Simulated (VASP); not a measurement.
# CuO (Cc) in VASP: settings compared

Aim: see how the results for CuO move with the level of theory and the settings. Levels: RPBE, PBE. Tasks: single point.

Everything below comes from runs of VASP 6.6.1. Logs are shortened: lines on timing, memory, paths and dates and some standing lists are left out, and cuts for length are marked.

## Step 1: The cell of the first run

It takes space group Cc (No. 9, monoclinic). The conventional cell has a = 4.720 Å, b = 3.449 Å, c = 5.166 Å, α = 90.00°, β = 99.65°, γ = 90.00°. Within 2.5 Å of Cu (site symmetry 1) lie 4 O at 1.92 to 2.03 Å. O (site symmetry 1) has 4 Cu at 1.92 to 2.03 Å within 2.5 Å.

## Step 2: Single point, RPBE

Contents of INCAR:

```
SYSTEM = CuO
PREC = Accurate
ENCUT = 1340
EDIFF = 1E-6
ISMEAR = -1
SIGMA = 0.05
LREAL = .False.
LASPH = .True.
NELM = 120
ALGO = Normal
ISIF = 2
LWAVE = .False.
LCHARG = .False.
GGA = RP
NBANDS = 33
GGA_COMPAT = .False.
```

Contents of KPOINTS:

```
Automatic mesh
0
Gamma
  10 10 5
  0 0 0
```

Contents of POSCAR:

```
CuO
1.0
    2.3601776944     -1.7247471694      0.0000000000
    2.3601776944      1.7247471694      0.0000000000
   -0.8662490821      0.0000000000      5.0929466782
Cu O
2 2
Direct
    0.0032000000      0.4968000000      0.0000000000
    0.4968000000      0.0032000000      0.5000000000
    0.5714000000      0.4056000000      0.2537000000
    0.4056000000      0.5714000000      0.7537000000
```

Potentials or basis: VASP PAW PBE potentials, release 64 (Cu_sv_GW, O_h).

Command:

```
cat potpaw_PBE.64/Cu_sv_GW/POTCAR potpaw_PBE.64/O_h/POTCAR > POTCAR
mpirun -np 1 vasp_std > vasp.out
```

OUTCAR:

```text
SYSTEM = CuO
   PREC = Accurate
   ENCUT = 1340
   EDIFF = 1E-6
   ISMEAR = -1
   LREAL = .False.
   LASPH = .True.
   NELM = 120
   ISIF = 2
   GGA = RP

 ion  position               nearest neighbor table
   1  0.003  0.497  0.000-   4 1.92   3 1.95   4 1.99   3 2.03
   2  0.497  0.003  0.500-   3 1.92   4 1.95   3 1.99   4 2.03
   3  0.571  0.406  0.254-   2 1.92   1 1.95   2 1.99   1 2.03
   4  0.406  0.571  0.754-   1 1.92   2 1.95   1 1.99   2 2.03

  LATTYP: Found a base centered monoclinic cell.
 ALAT       =     4.7203553888
 B/A-ratio  =     0.7307700490
 C/A-ratio  =     1.0944283419
 COS(beta)  =    -0.1676798045

  Lattice vectors:

 A1 = (   2.3601776944,  -1.7247471694,   0.0000000000)
 A2 = (   2.3601776944,   1.7247471694,   0.0000000000)
 A3 = (  -0.8662490821,   0.0000000000,   5.0929466782)

Analysis of symmetry for initial positions (statically):
=====================================================================
 Subroutine PRICEL returns:
 Original cell was already a primitive cell.

 Routine SETGRP: Setting up the symmetry group for a
 base centered monoclinic supercell.

 Subroutine GETGRP returns: Found  2 space group operations
 (whereof  1 operations were pure point group operations)
 out of a pool of  4 trial point group operations.

The static configuration has the point symmetry C_1 .
 The point group associated with its full space group is C_1h.

Analysis of symmetry for dynamics (positions and initial velocities):
=====================================================================
 Subroutine PRICEL returns:
 Original cell was already a primitive cell.

 Routine SETGRP: Setting up the symmetry group for a
 base centered monoclinic supercell.

 Subroutine GETGRP returns: Found  2 space group operations
 (whereof  1 operations were pure point group operations)
 out of a pool of  4 trial point group operations.

The dynamic configuration has the point symmetry C_1 .
 The point group associated with its full space group is C_1h.

 Subroutine INISYM returns: Found  2 space group operations
 (whereof  1 operations are pure point group operations),
 and found     1 'primitive' translations

----------------------------------------------------------------------------------------

                                     Primitive cell

  volume of cell :      41.4638

  direct lattice vectors                    reciprocal lattice vectors
     2.360177694 -1.724747169  0.000000000     0.211848456 -0.289897562  0.036032879
     2.360177694  1.724747169  0.000000000     0.211848456  0.289897562  0.036032879
    -0.866249082  0.000000000  5.092946678     0.000000000  0.000000000  0.196349984

  length of vectors
     2.923215960  2.923215960  5.166090721     0.360858328  0.360858328  0.196349984

  position of ions in fractional coordinates (direct lattice)
     0.003200000  0.496800000  0.000000000
     0.496800000  0.003200000  0.500000000
     0.571400000  0.405600000  0.253700000
     0.405600000  0.571400000  0.753700000

  ion indices of the primitive-cell ions
   primitive index   ion index
                 1           1
                 2           2
                 3           3
                 4           4

----------------------------------------------------------------------------------------

 KPOINTS: Automatic mesh

Automatic generation of k-mesh.
 Grid dimensions read from file:
 generate k-points for:   10   10    5

 Generating k-lattice:

  Cartesian coordinates                     Fractional coordinates (reciprocal lattice)
     0.021184846 -0.028989756  0.003603288     0.100000000  0.000000000 -0.000000000
     0.021184846  0.028989756  0.003603288     0.000000000  0.100000000 -0.000000000
     0.000000000  0.000000000  0.039269997     0.000000000  0.000000000  0.200000000

  Length of vectors
     0.036085833  0.036085833  0.039269997

  Shift w.r.t. Gamma in fractional coordinates (k-lattice)
     0.000000000  0.000000000  0.000000000

 Subroutine IBZKPT returns following result:
 ===========================================

 Found    141 irreducible k-points:

 Following reciprocal coordinates:
            Coordinates               Weight
  0.000000  0.000000  0.000000      1.000000
  0.100000 -0.000000  0.000000      4.000000
  0.200000 -0.000000  0.000000      4.000000
  0.300000  0.000000  0.000000      4.000000
  0.400000  0.000000 -0.000000      4.000000
  0.500000  0.000000  0.000000      2.000000
[... 16 lines left out ...]
  0.300000  0.300000  0.000000      2.000000
  0.400000  0.300000  0.000000      4.000000
 [... further k-points ...]
   k-points           NKPTS =    141   k-points in BZ     NKDIM =    141   number of bands    NBANDS=     33
   number of dos      NEDOS =    301   number of ions     NIONS =      4
   total plane-waves  NPLWV =  82944
   dimension x,y,z NGX =    36 NGY =   36 NGZ =   64
   dimension x,y,z NGXF=    72 NGYF=   72 NGZF=  128
   ions per type =               2   2
   NGX,Y,Z   is equivalent  to a cutoff of  20.47, 20.47, 20.60 a.u.
   NGXF,Y,Z  is equivalent  to a cutoff of  40.95, 40.95, 41.19 a.u.
 SYSTEM =  CuO
   PREC   = accura    normal or accurate (medium, high low for compatibility)
   ISTART =      0    job   : 0-new  1-cont  2-samecut
   ICHARG =      2    charge: 1-file 2-atom 10-const
   ISPIN  =      1    spin polarized calculation?
   LNONCOLLINEAR =      F non collinear calculations
   LSORBIT =      F    spin-orbit coupling
   LASPH  =      T    aspherical Exc in radial PAW
   ENCUT  = 1340.0 eV  98.49 Ry    9.92 a.u.   8.73  8.73 15.42*2*pi/ulx,y,z
   NELM   =    120;   NELMIN=  2; NELMDL= -5     # of ELM steps
   EDIFF  = 0.1E-05   stopping-criterion for ELM
   LREAL  =      F    real-space projection
   EDIFFG = 0.1E-04   stopping-criterion for IOM
   NSW    =      0    number of steps for IOM
   IBRION =     -1    ionic relax: 0-MD 1-quasi-New 2-CG
   NFREE  =      0    steps in history (QN), initial steepest desc. (CG)
   ISIF   =      2    stress and relaxation
   ISYM   =      2    0-nonsym 1-usesym 2-fastsym
   POTIM  = 0.5000    time-step for ionic-motion
   TEBEG  =    0.0;   TEEND  =   0.0 temperature during run
   PSTRESS=    0.0 pullay stress
   NELECT =      50.0000    total number of electrons
   NUPDOWN=      -1.0000    fix difference up-down
   EMIN   =  10.00;   EMAX   =-10.00  energy-range for DOS
   EFERMI =   0.00;   METHOD = LEGACY
   ISMEAR =    -1;   SIGMA  =   0.05  broadening in eV -4-tet -1-fermi 0-gaus
   EFERMI_NEDOS =   21; number of points for ismear=-14 and -15
   IALGO  =     38    algorithm
   IMIX   =      4    mixing-type and parameters
     AMIX     =   0.40;   BMIX     =  1.00
     AMIX_MAG =   1.60;   BMIX_MAG =  1.00
  volume/ion in A,a.u.               =      10.37        69.95
  Fermi-wavevector in a.u.,A,eV,Ry     =   1.742509  3.292865 41.311890  3.036338
  Thomas-Fermi vector in A             =   2.814760
   LORBIT       =      0    0 simple, 1 ext, 2 COOP (PROOUT), +10 PAW based schemes
   GGA     = RP    functional components
   LHFCALC =     F    Hartree Fock is set to
   AEXX    =    0.0000 exact exchange contribution
   IVDW    =     0    specifies the selected vdW correction
   LEPSILON=     F    determine dielectric tensor
   LRPA    =     F    only Hartree local field effects (RPA)
 non-spin polarized calculation
  energy-cutoff  :     1340.00
  volume of cell :       41.46
 maximum number of plane-waves:      4638
   NGX = 17   NGY = 17   NGZ = 31

 number of electron      50.0000005 magnetization

 Free energy of the ion-electron system (eV)
  ---------------------------------------------------
  ext. energy  EPLUGINS =         0.00000000
  ---------------------------------------------------
  free energy    TOTEN  =       -17.91637960 eV

  energy without entropy =      -17.89693669  energy(sigma->0) =      -17.90665815

 E-fermi :   5.9911     XC(G=0): -11.9098

 val. band max:        5.9907645719   @ k =  -0.4000   0.2000   0.4000
 cond. band min:       5.9990430521   @ k =   0.4000   0.2000   0.4000
 fundamental gap:      0.0082784801
 Fermi energy:         5.9911272209

 k-point     1 :       0.0000    0.0000    0.0000
  band No.  band energies     occupation
      1    -106.6880      2.00000
      2    -106.6875      2.00000
      3     -64.1375      2.00000
      4     -64.1373      2.00000
      5     -64.1145      2.00000
      6     -64.1064      2.00000
[... 25 lines left out ...]
     32      22.3059      0.00000
     33      22.7982      0.00000

 k-point     2 :       0.1000   -0.0000    0.0000
  band No.  band energies     occupation
      1    -106.6880      2.00000
      2    -106.6874      2.00000
      3     -64.1385      2.00000
      4     -64.1374      2.00000
      5     -64.1142      2.00000
      6     -64.1066      2.00000
[... 25 lines left out ...]
     32      21.7698      0.00000
     33      22.9905      0.00000

 k-point     3 :       0.2000   -0.0000    0.0000
  band No.  band energies     occupation
      1    -106.6878      2.00000
      2    -106.6873      2.00000
      3     -64.1415      2.00000
      4     -64.1375      2.00000
      5     -64.1136      2.00000
      6     -64.1070      2.00000
[... 25 lines left out ...]
     32      20.9552      0.00000
     33      22.7184      0.00000

 k-point     4 :       0.3000    0.0000    0.0000
  band No.  band energies     occupation
      1    -106.6875      2.00000
      2    -106.6872      2.00000
      3     -64.1452      2.00000
      4     -64.1376      2.00000
      5     -64.1126      2.00000
      6     -64.1077      2.00000
[... 673 lines left out ...]
     32      19.7029      0.00000
     33      19.8343      0.00000

 k-point    23 :       0.3000    0.3000    0.0000
  band No.  band energies     occupation
      1    -106.6872      2.00000
      2    -106.6868      2.00000
      3     -64.1463      2.00000
      4     -64.1439      2.00000
      5     -64.1130      2.00000
      6     -64.1068      2.00000
[... 25 lines left out ...]
     32      20.4266      0.00000
     33      20.9323      0.00000

 k-point    24 :       0.4000    0.3000    0.0000
  band No.  band energies     occupation
      1    -106.6870      2.00000
      2    -106.6867      2.00000
      3     -64.1486      2.00000
      4     -64.1446      2.00000
      5     -64.1124      2.00000
      6     -64.1070      2.00000
[... 25 lines left out ...]
     32      19.2213      0.00000
     33      20.3901      0.00000

 [... further k-points ...]

------------------------ aborting loop because EDIFF is reached ----------------------------------------

  FORCE on cell =-STRESS in cart. coord.  units (eV):
  Direction    XX          YY          ZZ          XY          YZ          ZX
  --------------------------------------------------------------------------------------
  -------------------------------------------------------------------------------------
  Total        1.8593825      2.1185523      1.6985478      0.0000000      0.0000000     -0.4371111
  in kB       71.8472327     81.8616507     65.6325212      0.0000000      0.0000000    -16.8901367
  external PRESSURE =      73.1138015 kB  Pullay stress =       0.0000000 kB

 VOLUME and BASIS-vectors are now :
 -----------------------------------------------------------------------------
  energy-cutoff  :     1340.00
  volume of cell :       41.46
      direct lattice vectors                 reciprocal lattice vectors
     2.360177694 -1.724747169  0.000000000     0.211848456 -0.289897562  0.036032879
     2.360177694  1.724747169  0.000000000     0.211848456  0.289897562  0.036032879
    -0.866249082  0.000000000  5.092946678     0.000000000  0.000000000  0.196349984

 POSITION                                       TOTAL-FORCE (eV/Angst)
 -----------------------------------------------------------------------------------
      1.18009      0.85134      0.00000        -0.603251      0.330446      0.233703
      0.74696     -0.85134      2.54647        -0.603251     -0.330446      0.233703
      2.08613     -0.28596      1.29208         0.603251      0.294994     -0.233703
      1.65300      0.28596      3.83855         0.603251     -0.294994     -0.233703
 -----------------------------------------------------------------------------------
    total drift:                               -0.000930     -0.000000     -0.000350

  FREE ENERGIE OF THE ION-ELECTRON SYSTEM (eV)
  ---------------------------------------------------
  free  energy   TOTEN  =       -17.9163796047 eV

  energy  without entropy=      -17.8969366896  energy(sigma->0) =      -17.90665815
```

It took 14 min on 1 thread of Intel Xeon Platinum 8259CL at 2.50GHz (Skylake/Cascade Lake), shared host; peak memory 0.83 GiB.

What came out:

| Property | Result |
| --- | --- |
| Free energy | -17.9164 eV |
| Pressure | 7.3 GPa |
| Largest force | 0.726 eV/Å |
| Band gap on the k mesh | zero (bands 25 and 26 overlap by 0.59 eV) |

Forces in eV/Å, atoms in the order of the input:
```
Cu  -0.603  0.330  0.234
Cu  -0.603 -0.330  0.234
O    0.603  0.295 -0.234
O    0.603 -0.295 -0.234
```

Caveat: the cell stands under pressure; the PAW data sets were made with another functional, which shifts forces and pressure a little; semilocal functionals often make such compounds metallic where correlation or magnetic order opens a gap, which also shifts bond lengths. With open d or f shells a metallic result of RPBE can be an artefact of self-interaction; +U or a hybrid may open a gap.

## Step 3: Single point, PBE

This run uses another cell than the first one, of 9.76 Å³/atom.

Contents of INCAR:

```
PREC = Accurate
ENCUT = 820
EDIFF = 1E-6
ISMEAR = -1
SIGMA = 0.05
LREAL = F
LASPH = T
NELM = 120
ALGO = Normal
ISIF = 2
LWAVE = F
LCHARG = F
GGA = PE
NBANDS = 33
GGA_COMPAT = F
```

Contents of KPOINTS:

```
regular mesh
0
Gamma
  10 10 5
```

Contents of POSCAR:

```
CuO
1.0
    2.3129614193     -1.6902429297      0.0000000000
    2.3129614193      1.6902429297      0.0000000000
   -0.8489194314      0.0000000000      4.9910602940
Cu O
2 2
Direct
    0.0032000000      0.4968000000      0.0000000000
    0.4968000000      0.0032000000      0.5000000000
    0.5714000000      0.4056000000      0.2537000000
    0.4056000000      0.5714000000      0.7537000000
```

Potentials or basis: VASP PAW PBE potentials, release 64 (Cu_sv_GW, O).

Command:

```
cat potpaw_PBE.64/Cu_sv_GW/POTCAR potpaw_PBE.64/O/POTCAR > POTCAR
mpirun -np 1 vasp_std > vasp.out
```

Wall time 8.1 min (1 thread of AMD EPYC 7R43 (Zen 3), shared host); peak memory 0.41 GiB.

Results (log left out):

| Property | Result |
| --- | --- |
| Free energy | -19.5559 eV |
| Pressure | 13.2 GPa |
| Largest force | 0.900 eV/Å |
| Band gap on the k mesh | zero (bands 25 and 26 overlap by 0.59 eV) |

Forces in eV/Å, atoms in the order of the input:
```
Cu  -0.736  0.429  0.292
Cu  -0.736 -0.429  0.292
O    0.736  0.168 -0.292
O    0.736 -0.168 -0.292
```

Stress tensor (GPa, compression positive):
```
13.38  0.00 -2.93
 0.00 12.31  0.00
-2.93  0.00 13.95
```

Levels at points of the mesh, in eV from the Fermi level:
| k point | band 21 | band 22 | band 23 | band 24 | band 25 | band 26 | band 27 | band 28 | band 29 | band 30 |
| --- | --- | --- | --- | --- | --- | --- | --- | --- | --- | --- |
| (0.00, 0.00, 0.00) | -2.47 | -2.35 | -2.26 | -1.74 | 0.21 | 0.95 | 1.81 | 6.03 | 8.34 | 13.47 |
| (0.50, 0.00, 0.00) | -2.16 | -1.69 | -1.59 | -1.48 | -0.03 | 0.29 | 4.82 | 6.42 | 7.08 | 11.27 |
| (0.50, 0.50, 0.00) | -2.26 | -2.24 | -1.70 | -1.29 | -0.69 | 1.11 | 3.20 | 7.14 | 8.56 | 10.26 |

Caveat: the cell stands under pressure; semilocal functionals often make such compounds metallic where correlation or magnetic order opens a gap, which also shifts bond lengths.

## Step 4: Single point, PBE

This run uses another cell than the first one, of 10.57 Å³/atom.

Contents of INCAR:

```
SYSTEM = CuO
  ALGO = Normal
  EDIFF = 1E-6
  ENCUT = 820
  GGA = PE
  GGA_COMPAT = .FALSE.
  ISIF = 2
  ISMEAR = -1
  LASPH = .TRUE.
  LCHARG = .FALSE.
  LREAL = .FALSE.
  LWAVE = .FALSE.
  NBANDS = 33
  NELM = 120
  PREC = Accurate
  SIGMA = 0.05
```

Contents of KPOINTS:

```
k-points
0
G
  10 10 5
  0 0 0
```

Contents of POSCAR:

```
CuO
1.0
    2.3755039530     -1.7359471401      0.0000000000
    2.3755039530      1.7359471401      0.0000000000
   -0.8718742338      0.0000000000      5.1260186872
Cu O
2 2
Direct
    0.0032000000      0.4968000000      0.0000000000
    0.4968000000      0.0032000000      0.5000000000
    0.5714000000      0.4056000000      0.2537000000
    0.4056000000      0.5714000000      0.7537000000
```

Command:

```
cat potpaw_PBE.64/Cu_sv_GW/POTCAR potpaw_PBE.64/O/POTCAR > POTCAR
mpirun -np 1 vasp_std > vasp.out
```

It took 6.6 min on 1 thread of AMD EPYC 7R13 (Zen 3), shared host; peak memory 0.44 GiB.

Results (log left out):

| Property | Result |
| --- | --- |
| Free energy | -19.6808 eV |
| Pressure | -1.9 GPa |
| Largest force | 0.717 eV/Å |
| Band gap on the k mesh | zero (bands 25 and 26 overlap by 0.59 eV) |

Forces on the atoms (eV/Å):
```
Cu  -0.550  0.289  0.208
Cu  -0.550 -0.289  0.208
O    0.550  0.410 -0.208
O    0.550 -0.410 -0.208
```

Stress tensor (GPa, compression positive):
```
-2.41  0.00 -0.74
 0.00  0.48  0.00
-0.74  0.00 -3.78
```

Levels at points of the mesh, in eV from the Fermi level:
| k point | band 23 | band 24 | band 25 | band 26 | band 27 | band 28 |
| --- | --- | --- | --- | --- | --- | --- |
| (0.00, 0.00, 0.00) | -2.02 | -1.57 | 0.21 | 0.88 | 1.54 | 5.95 |
| (0.50, 0.00, 0.00) | -1.41 | -1.33 | -0.03 | 0.29 | 4.85 | 6.09 |
| (0.50, 0.50, 0.00) | -1.62 | -1.16 | -0.62 | 1.02 | 3.43 | 6.84 |

Caveat: semilocal functionals often make such compounds metallic where correlation or magnetic order opens a gap, which also shifts bond lengths. With open d or f shells a metallic result of PBE can be an artefact of self-interaction; +U or a hybrid may open a gap.

## Step 5: The runs side by side

| level | potentials or basis | cell | cutoff (eV) | gap on the mesh (eV) | pressure (GPa) | largest force (eV/Å) |
| --- | --- | --- | --- | --- | --- | --- |
| RPBE | VASP PAW PBE potentials, release 64 (Cu_sv_GW, O_h) | a = 2.923, b = 2.923, c = 5.166 Å, angles 97.8, 97.8, 72.3°, 4 atoms | 1340 | none | 7.3 | 0.73 |
| PBE | VASP PAW PBE potentials, release 64 (Cu_sv_GW, O) | a = 2.865, b = 2.865, c = 5.063 Å, angles 97.8, 97.8, 72.3°, 4 atoms | 820 | none | 13.2 | 0.90 |
| PBE | VASP PAW PBE potentials, release 64 (Cu_sv_GW, O) | a = 2.942, b = 2.942, c = 5.200 Å, angles 97.8, 97.8, 72.3°, 4 atoms | 820 | none | -1.9 | 0.72 |

Alike in all rows: task single point; no spin polarisation; k mesh 10 × 10 × 5; smearing fermi-dirac 0.05 eV.

Caveats: semilocal functionals often make such compounds metallic where correlation or magnetic order opens a gap, which also shifts bond lengths; the cell stands under pressure (at least some runs); the PAW data sets were made with another functional, which shifts forces and pressure a little (at least some runs).

Total energies depend on the potentials used, so only differences within one code and one set of settings carry meaning.

The gap in the log of VASP goes by the Fermi energy; the results here count the filled bands.